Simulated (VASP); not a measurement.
Write the native input for VASP 6.6.1 that does the following.

| Property | Result |
| --- | --- |
| Task | single point |
| Functional | r2SCAN |
| Potentials or basis | VASP PAW PBE potentials, release 64 (B) |
| Cutoff | 520 eV |
| k mesh | 31 × 31 × 31 |
| Occupations | fermi-dirac, width 0.1 eV |
| Spin | no spin polarisation |
| Dipole correction | no |
| Further INCAR settings | ALGO = Normal; EDIFF = 1e-06; NBANDS = 8 |

The system is B.

```
B
1.0
    -1.14746    1.14746    1.14746
     1.14746   -1.14746    1.14746
     1.14746    1.14746   -1.14746
B
1
Direct
  0.00000 0.00000 0.00000
```

These files were run (other wordings do the same):

POSCAR

```
B
1.0
   -1.1474615458      1.1474615458      1.1474615458
    1.1474615458     -1.1474615458      1.1474615458
    1.1474615458      1.1474615458     -1.1474615458
B
1
Direct
    0.0000000000      0.0000000000      0.0000000000
```

INCAR.step1

```
ALGO = Normal ; EDIFF = 1E-4
ENCUT = 520 ; GGA = PE
ISMEAR = -1 ; LASPH = T
LCHARG = F ; LREAL = F
LWAVE = T ; NBANDS = 8
NELM = 100 ; PREC = Accurate
SIGMA = 0.1
```

INCAR.step2

```
ALGO = Normal ; EDIFF = 1E-6
ENCUT = 520 ; ISIF = 2
ISMEAR = -1 ; ISTART = 1
LASPH = T ; LCHARG = F
LMIXTAU = T ; LREAL = F
LWAVE = F ; METAGGA = R2SCAN
NBANDS = 8 ; NELM = 100
PREC = Accurate ; SIGMA = 0.1
```

KPOINTS

```
k-points
0
Gamma
  31 31 31
```

Potentials or basis: VASP PAW PBE potentials, release 64 (B).

Run with:

```sh
$ cat potpaw_PBE.64/B/POTCAR > POTCAR
$ cp INCAR.step1 INCAR
$ mpirun -np 1 vasp_std > vasp.out
$ cp INCAR.step2 INCAR
$ mpirun -np 1 vasp_std > vasp.out
```

It gave:

```yaml
Pressure: -0.5 GPa
```

Caveat: the PAW data sets were made with another functional, which shifts forces and pressure a little.

Run time: 30 s on 1 thread of Intel(R) Xeon(R) 6975P-C (Granite Rapids), with other jobs on the host, peak memory 0.13 GiB.
